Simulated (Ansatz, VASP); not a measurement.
## Two plane-wave programs on P

```
CELL_PARAMETERS angstrom
1.47599 -2.63004 0.00000
1.47599 2.63004 0.00000
0.00000 0.00000 2.62716
ATOMIC_POSITIONS crystal
P 0.00000 0.00000 0.00000
```

Alike in both runs: task single point; functional PBE; k mesh 6 × 6 × 6; occupations gaussian, width 0.1 eV; no spin polarisation.

|  | VASP | Ansatz |
| --- | --- | --- |
| version | VASP 6.6.1 | Ansatz 0.2.0 |
| potentials or method | VASP PAW PBE potentials, release 64 (P), cutoff 520 eV | scalar-relativistic, plane waves, PAW |
| valence electrons in the cell | 5 | 5 |

VASP gave:

```
gap on the k mesh at the Fermi level (eV)                     : none
pressure (GPa)                                                : -14.5
traceless stress, the component that is largest in VASP (GPa) : 0.47
```

Task: What did Ansatz give for the same quantities?

Result: gap on the k mesh at the Fermi level (eV): none; pressure (GPa): -14.5; traceless stress, the component that is largest in VASP (GPa): 0.46.

A gap of «none» marks a metal or a gap that the smearing closes.

The k mesh is coarse, so the values compare programs but aren't converged.
